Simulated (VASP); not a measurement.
# V2O3 (R-3c) in VASP: single point with r2SCAN

Aim: the single point of V2O3 with r2SCAN.

Program: VASP 6.6.1. These are calculated values, not measurements. Logs are shortened: lines on timing, memory, paths and dates and some standing lists are left out, and cuts for length are marked.

### Step 1. The cell of the first run

The structure is trigonal, space group R-3c (No. 167). The conventional cell has a = 4.942 Å, b = 4.942 Å, c = 13.990 Å, α = 90.00°, β = 90.00°, γ = 120.00°. V (site symmetry 3) has 6 O at 1.97 to 2.04 Å within 2.6 Å. O (site symmetry 2) has 4 V at 1.97 to 2.04 Å and 2 O at 2.57 Å within 2.6 Å.

### Step 2. Single point, r2SCAN, collinear spin, ferromagnetic start

POSCAR

```
V2O3
1.0
    2.4709073542      1.4265790261      4.6634305105
   -2.4709073542      1.4265790261      4.6634305105
    0.0000000000     -2.8531580522      4.6634305105
V O
4 6
Direct
    0.3500000000      0.3500000000      0.3500000000
    0.1500000000      0.1500000000      0.1500000000
    0.6500000000      0.6500000000      0.6500000000
    0.8500000000      0.8500000000      0.8500000000
    0.9500000000      0.2500000000      0.5500000000
    0.5500000000      0.9500000000      0.2500000000
    0.2500000000      0.5500000000      0.9500000000
    0.0500000000      0.7500000000      0.4500000000
    0.4500000000      0.0500000000      0.7500000000
    0.7500000000      0.4500000000      0.0500000000
```

INCAR.step1

```
SYSTEM = V2O3
ALGO = Normal ; EDIFF = 1E-5
ENCUT = 660 ; GGA = PE
GGA_COMPAT = .False. ; ISMEAR = 0
ISPIN = 2 ; KPAR = 4
LASPH = .True. ; LCHARG = .False.
LMAXMIX = 4 ; LREAL = .False.
LWAVE = .True. ; MAGMOM = 2 2 2 2 0 0 0 0 0 0
NBANDS = 59 ; NELM = 200
PREC = Accurate ; SIGMA = 0.1
```

INCAR.step2

```
SYSTEM = V2O3
ALGO = Normal ; EDIFF = 1E-6
ENCUT = 660 ; GGA_COMPAT = .False.
ISIF = 2 ; ISMEAR = 0
ISPIN = 2 ; ISTART = 1
KPAR = 4 ; LASPH = .True.
LCHARG = .True. ; LMAXMIX = 4
LMIXTAU = .True. ; LORBIT = 11
LREAL = .False. ; LVHAR = .True.
LWAVE = .False. ; MAGMOM = 2 2 2 2 0 0 0 0 0 0
METAGGA = R2SCAN ; NBANDS = 59
NELM = 200 ; PREC = Accurate
SIGMA = 0.1
```

KPOINTS

```
k-points
0
Gamma
  6 6 6
  0 0 0
```

Potentials or basis: VASP PAW PBE potentials, release 64 (V_sv, O).

Launch:

```
$ cat potpaw_PBE.64/V_sv/POTCAR potpaw_PBE.64/O/POTCAR > POTCAR
$ cp INCAR.step1 INCAR
$ mpirun -np 4 vasp_std > vasp.out
$ cp INCAR.step2 INCAR
$ mpirun -np 4 vasp_std > vasp.out
```

OUTCAR:

```text
SYSTEM = V2O3
   EDIFF = 1E-6
   ENCUT = 660
   ISIF = 2
   ISMEAR = 0
   ISPIN = 2
   ISTART = 1
   LASPH = .True.
   LORBIT = 11
   LREAL = .False.
   METAGGA = R2SCAN
   NELM = 200
   PREC = Accurate

 ion  position               nearest neighbor table
   1  0.350  0.350  0.350-   8 1.97   9 1.97  10 1.97   6 2.04   7 2.04   5 2.04   2 2.80   3 2.89
                             3 2.89   3 2.89
   2  0.150  0.150  0.150-  10 1.97   9 1.97   8 1.97   6 2.04   7 2.04   5 2.04   1 2.80   4 2.89
                             4 2.89   4 2.89
   3  0.650  0.650  0.650-   5 1.97   6 1.97   7 1.97   9 2.04   8 2.04  10 2.04   4 2.80   1 2.89
                             1 2.89   1 2.89
   4  0.850  0.850  0.850-   7 1.97   6 1.97   5 1.97   9 2.04   8 2.04  10 2.04   3 2.80   2 2.89
                             2 2.89   2 2.89
   5  0.950  0.250  0.550-   3 1.97   4 1.97   1 2.04   2 2.04
   6  0.550  0.950  0.250-   3 1.97   4 1.97   1 2.04   2 2.04
   7  0.250  0.550  0.950-   4 1.97   3 1.97   1 2.04   2 2.04
   8  0.050  0.750  0.450-   1 1.97   2 1.97   3 2.04   4 2.04
   9  0.450  0.050  0.750-   1 1.97   2 1.97   3 2.04   4 2.04
  10  0.750  0.450  0.050-   2 1.97   1 1.97   3 2.04   4 2.04

  LATTYP: Found a trigonal (rhomboedric) cell.
 ALAT       =     5.4670005485
 COS(alpha) =     0.5914504987

  Lattice vectors:

 A1 = (   2.4709073542,   1.4265790261,   4.6634305105)
 A2 = (  -2.4709073542,   1.4265790261,   4.6634305105)
 A3 = (   0.0000000000,  -2.8531580522,   4.6634305105)

Analysis of symmetry for initial positions (statically):
=====================================================================
 Subroutine PRICEL returns:
 Original cell was already a primitive cell.

 Routine SETGRP: Setting up the symmetry group for a
 trigonal (rhombohedral) supercell.

 Subroutine GETGRP returns: Found 12 space group operations
 (whereof  6 operations were pure point group operations)
 out of a pool of 12 trial point group operations.

The static configuration has the point symmetry S_6 .
 The point group associated with its full space group is D_3d.

Analysis of symmetry for dynamics (positions and initial velocities):
=====================================================================
 Subroutine PRICEL returns:
 Original cell was already a primitive cell.

 Routine SETGRP: Setting up the symmetry group for a
 trigonal (rhombohedral) supercell.

 Subroutine GETGRP returns: Found 12 space group operations
 (whereof  6 operations were pure point group operations)
 out of a pool of 12 trial point group operations.

The dynamic configuration has the point symmetry S_6 .
 The point group associated with its full space group is D_3d.

Analysis of structural, dynamic, and magnetic symmetry:
=====================================================================
 Subroutine PRICEL returns:
 Original cell was already a primitive cell.

 Routine SETGRP: Setting up the symmetry group for a
 trigonal (rhombohedral) supercell.

 Subroutine GETGRP returns: Found 12 space group operations
 (whereof  6 operations were pure point group operations)
 out of a pool of 12 trial point group operations.

The overall configuration has the point symmetry S_6 .
 The point group associated with its full space group is D_3d.

 Subroutine INISYM returns: Found 12 space group operations
 (whereof  6 operations are pure point group operations),
 and found     1 'primitive' translations

----------------------------------------------------------------------------------------

                                     Primitive cell

  volume of cell :      98.6300

  direct lattice vectors                    reciprocal lattice vectors
     2.470907354  1.426579026  4.663430510     0.202354815  0.116829607  0.071478139
    -2.470907354  1.426579026  4.663430510    -0.202354815  0.116829607  0.071478139
     0.000000000 -2.853158052  4.663430510     0.000000000 -0.233659214  0.071478139

  length of vectors
     5.467000548  5.467000548  5.467000548     0.244347606  0.244347606  0.244347606

  position of ions in fractional coordinates (direct lattice)
     0.350000000  0.350000000  0.350000000
     0.150000000  0.150000000  0.150000000
     0.650000000  0.650000000  0.650000000
     0.850000000  0.850000000  0.850000000
     0.950000000  0.250000000  0.550000000
[... 85 lines left out ...]
   LNONCOLLINEAR =      F non collinear calculations
   LSORBIT =      F    spin-orbit coupling
   LASPH  =      T    aspherical Exc in radial PAW
   ENCUT  =  660.0 eV  48.51 Ry    6.96 a.u.  11.45 11.45 11.45*2*pi/ulx,y,z
   NELM   =    200;   NELMIN=  2; NELMDL=  0     # of ELM steps
   EDIFF  = 0.1E-05   stopping-criterion for ELM
   LREAL  =      F    real-space projection
   EDIFFG = 0.1E-04   stopping-criterion for IOM
   NSW    =      0    number of steps for IOM
   IBRION =     -1    ionic relax: 0-MD 1-quasi-New 2-CG
   NFREE  =      0    steps in history (QN), initial steepest desc. (CG)
   ISIF   =      2    stress and relaxation
   ISYM   =      2    0-nonsym 1-usesym 2-fastsym
   POTIM  = 0.5000    time-step for ionic-motion
   TEBEG  =    0.0;   TEEND  =   0.0 temperature during run
   PSTRESS=    0.0 pullay stress
   NELECT =      88.0000    total number of electrons
   NUPDOWN=      -1.0000    fix difference up-down
   EMIN   =  10.00;   EMAX   =-10.00  energy-range for DOS
   EFERMI =   0.00;   METHOD = LEGACY
   ISMEAR =     0;   SIGMA  =   0.10  broadening in eV -4-tet -1-fermi 0-gaus
   EFERMI_NEDOS =   21; number of points for ismear=-14 and -15
   IALGO  =     38    algorithm
   IMIX   =      4    mixing-type and parameters
     AMIX     =   0.40;   BMIX     =  1.00
     AMIX_MAG =   1.60;   BMIX_MAG =  1.00
  volume/ion in A,a.u.               =       9.86        66.56
  Fermi-wavevector in a.u.,A,eV,Ry     =   1.576036  2.978276 33.795353  2.483888
  Thomas-Fermi vector in A             =   2.676929
   LORBIT       =     11    0 simple, 1 ext, 2 COOP (PROOUT), +10 PAW based schemes
   METAGGA = R2SCAN    functional components
   LHFCALC =     F    Hartree Fock is set to
   AEXX    =    0.0000 exact exchange contribution
   IVDW    =     0    specifies the selected vdW correction
   LEPSILON=     F    determine dielectric tensor
   LRPA    =     F    only Hartree local field effects (RPA)
 spin polarized calculation
 Gauss-broadening in eV      SIGMA  =   0.10
  energy-cutoff  :      660.00
  volume of cell :       98.63
 maximum number of plane-waves:      3829
 NGX is ok and might be reduce to    48
   NGX = 23   NGY = 23   NGZ = 23

 number of electron      87.9999990 magnetization       8.0000020

 Free energy of the ion-electron system (eV)
  ---------------------------------------------------
  ext. energy  EPLUGINS =         0.00000000
  ---------------------------------------------------
  free energy    TOTEN  =      -118.72709892 eV

  energy without entropy =     -118.70664725  energy(sigma->0) =     -118.71687309

 E-fermi :   8.0371     XC(G=0): -12.8276

 val. band max:        8.0368317524   @ k =   0.3333   0.1667   0.1667
 cond. band min:       8.0411998421   @ k =  -0.1667   0.1667   0.1667
 fundamental gap:      0.0043680897
 Fermi energy:         8.0370633208

 spin component 1

 k-point     1 :       0.0000    0.0000    0.0000
  band No.  band energies     occupation
      1     -60.3551      1.00000
      2     -60.3261      1.00000
      3     -60.3115      1.00000
      4     -60.2906      1.00000
      5     -33.3575      1.00000
      6     -33.2533      1.00000
[... 1405 lines left out ...]
     55      10.6628      0.00000
     56      10.9956      0.00000

 [... further k-points ...]

 spin component 2

 k-point     1 :       0.0000    0.0000    0.0000
  band No.  band energies     occupation
      1     -57.9737      1.00000
      2     -57.9416      1.00000
      3     -57.9269      1.00000
      4     -57.9043      1.00000
      5     -31.3469      1.00000
      6     -31.2189      1.00000
[... 1405 lines left out ...]
     55      12.0231      0.00000
     56      12.2337      0.00000

 [... further k-points ...]

 [bands above 56 left out]

------------------------ aborting loop because EDIFF is reached ----------------------------------------

  FORCE on cell =-STRESS in cart. coord.  units (eV):
  Direction    XX          YY          ZZ          XY          YZ          ZX
  --------------------------------------------------------------------------------------
  -------------------------------------------------------------------------------------
  Total        4.6246277      4.6246277      1.7388612      0.0000000      0.0000000      0.0000000
  in kB       75.1239307     75.1239307     28.2466171      0.0000000      0.0000000      0.0000000
  external PRESSURE =      59.4981595 kB  Pullay stress =       0.0000000 kB

 VOLUME and BASIS-vectors are now :
 -----------------------------------------------------------------------------
  energy-cutoff  :      660.00
  volume of cell :       98.63
      direct lattice vectors                 reciprocal lattice vectors
     2.470907354  1.426579026  4.663430510     0.202354815  0.116829607  0.071478139
    -2.470907354  1.426579026  4.663430510    -0.202354815  0.116829607  0.071478139
     0.000000000 -2.853158052  4.663430510     0.000000000 -0.233659214  0.071478139

 POSITION                                       TOTAL-FORCE (eV/Angst)
 -----------------------------------------------------------------------------------
      0.00000      0.00000      4.89660        -0.000000      0.000000     -0.197177
      0.00000      0.00000      2.09854        -0.000000      0.000000      0.197177
      0.00000      0.00000      9.09369        -0.000000      0.000000      0.197177
      0.00000      0.00000     11.89175        -0.000000      0.000000     -0.197177
      1.72964      0.14266      8.16100        -0.431186     -0.746835      0.000000
     -0.98836      1.42658      8.16100         0.862371     -0.000000      0.000000
     -0.74127     -1.56924      8.16100        -0.431186      0.746835      0.000000
     -1.72964     -0.14266      5.82929         0.431186      0.746835      0.000000
      0.98836     -1.42658      5.82929        -0.862371     -0.000000      0.000000
      0.74127      1.56924      5.82929         0.431186     -0.746835      0.000000
 -----------------------------------------------------------------------------------
    total drift:                                0.000000     -0.000000      0.000000

  FREE ENERGIE OF THE ION-ELECTRON SYSTEM (eV)
  ---------------------------------------------------
  free  energy   TOTEN  =      -118.7270989193 eV

  energy  without entropy=     -118.7066472530  energy(sigma->0) =     -118.71687309

 total charge

# of ion       s       p       d       tot
------------------------------------------
    1        2.223   6.247   2.983  11.453
    2        2.223   6.247   2.983  11.453
    3        2.223   6.247   2.983  11.453
    4        2.223   6.247   2.983  11.453
    5        1.562   3.555   0.000   5.117
    6        1.562   3.555   0.000   5.117
    7        1.562   3.555   0.000   5.117
    8        1.562   3.555   0.000   5.117
    9        1.562   3.555   0.000   5.117
   10        1.562   3.555   0.000   5.117
--------------------------------------------------
tot         18.263  46.319  11.932  76.514

 magnetization (x)

# of ion       s       p       d       tot
------------------------------------------
    1        0.019   0.018   1.861   1.898
    2        0.019   0.018   1.861   1.898
    3        0.019   0.018   1.861   1.898
    4        0.019   0.018   1.861   1.898
    5       -0.000  -0.019   0.000  -0.020
    6       -0.000  -0.019   0.000  -0.020
    7       -0.000  -0.019   0.000  -0.020
    8       -0.000  -0.019   0.000  -0.020
    9       -0.000  -0.019   0.000  -0.020
   10       -0.000  -0.019   0.000  -0.020
--------------------------------------------------
tot          0.073  -0.043   7.442   7.473
```

Wall time 15 min (4 MPI ranks of Intel Xeon 6975P-C (Granite Rapids), shared host); peak memory 0.69 GiB.

What came out:

```yaml
Free_energy: -118.7271 eV
Pressure: 5.9 GPa
Largest_force: 0.862 eV/Å
Band_gap_on_the_k_mesh: zero (filled and empty bands overlap)
Net_moment: 8.00 μB per cell
Site_moments: V +1.90; O -0.02 μB
Valence_electrons_inside_the_program's_atomic_spheres: V 11.45; O 5.12
```

Forces on the atoms (eV/Å):
```
V    0.000  0.000 -0.197
V    0.000  0.000  0.197
V    0.000  0.000  0.197
V    0.000  0.000 -0.197
O   -0.431 -0.747  0.000
O    0.862  0.000  0.000
O   -0.431  0.747  0.000
O    0.431  0.747  0.000
O   -0.862  0.000  0.000
O    0.431 -0.747  0.000
```

Stress tensor (GPa, compression positive):
```
7.51 0.00 0.00
0.00 7.51 0.00
0.00 0.00 2.82
```

Caveat: the PAW data sets were made with another functional, which shifts forces and pressure a little; semilocal functionals often make such compounds metallic where correlation or magnetic order opens a gap, which also shifts bond lengths. With open d or f shells a metallic result of r2SCAN can be an artefact of self-interaction; +U or a hybrid may open a gap.
